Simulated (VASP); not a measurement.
Wanted: the native input for a VASP 6.6.1 run.

| Quantity | Value |
| --- | --- |
| Task | relaxation of cell and atoms |
| Functional | PBE |
| Potentials or basis | VASP PAW PBE potentials, release 64 (Mo_sv, S) |
| Cutoff | 600 eV |
| k mesh | 3 × 3 × 6 |
| Occupations | gaussian, width 0.1 eV |
| Spin | no spin polarisation |
| Dipole correction | no |
| Further INCAR settings | ALGO = Normal; EDIFF = 1e-07; IBRION = 2; EDIFFG = -0.04; NSW = 90; ISIF = 3 |

The structure of MoS3 lies in POSCAR:

```
MoS3
1.0
    6.2690322611      0.0000000000      0.0000000000
   -3.1345161305      5.4291411952      0.0000000000
    0.0000000000      0.0000000000      2.9080142747
Mo S
1 3
Direct
    0.0000000000      0.0000000000      0.0000000000
    0.7012667330      0.0000000000      0.5000000000
    0.0000000000      0.7012667330      0.5000000000
    0.2987332670      0.2987332670      0.5000000000
```

The cell was generated, and may not be a known phase.

The input as run:

INCAR

```
PREC = Accurate
ENCUT = 600
EDIFF = 1E-7
ISMEAR = 0
SIGMA = 0.1
LREAL = False
LASPH = True
NELM = 60
ALGO = Normal
ISIF = 3
LWAVE = False
LCHARG = False
GGA = PE
IBRION = 2
NSW = 90
EDIFFG = -0.04
```

KPOINTS

```
regular mesh
0
Gamma
  3 3 6
```

Potentials or basis: VASP PAW PBE potentials, release 64 (Mo_sv, S).

Command:

```bash
$ cat potpaw_PBE.64/Mo_sv/POTCAR potpaw_PBE.64/S/POTCAR > POTCAR
$ mpirun -np 1 vasp_std > vasp.out
```

It gave:

```json
{
  "Relaxed volume": "26.55 Å³/atom",
  "Relaxed cell": "a = 6.508 Å, b = 6.508 Å, c = 2.895 Å, α = 90.00°, β = 90.00°, γ = 120.00°",
  "Space group after relaxing (to 0.1 Å)": "P-62m (No. 189)",
  "Energy gained by relaxing": "4.8 meV/atom",
  "Ionic steps": "9",
  "Pressure after relaxing": "0.0 GPa",
  "Largest force after relaxing": "0.035 eV/Å",
  "Band gap on the k mesh": "0.01 eV (least direct gap 0.02 eV)"
}
```

Caveat: the smearing spreads over this small gap; semilocal functionals underestimate gaps, and a narrow one can read as zero.

It took 120 s on 1 thread of AMD EPYC 9R45 96-Core Processor (Zen 5) (shared host), peak memory 0.22 GiB.
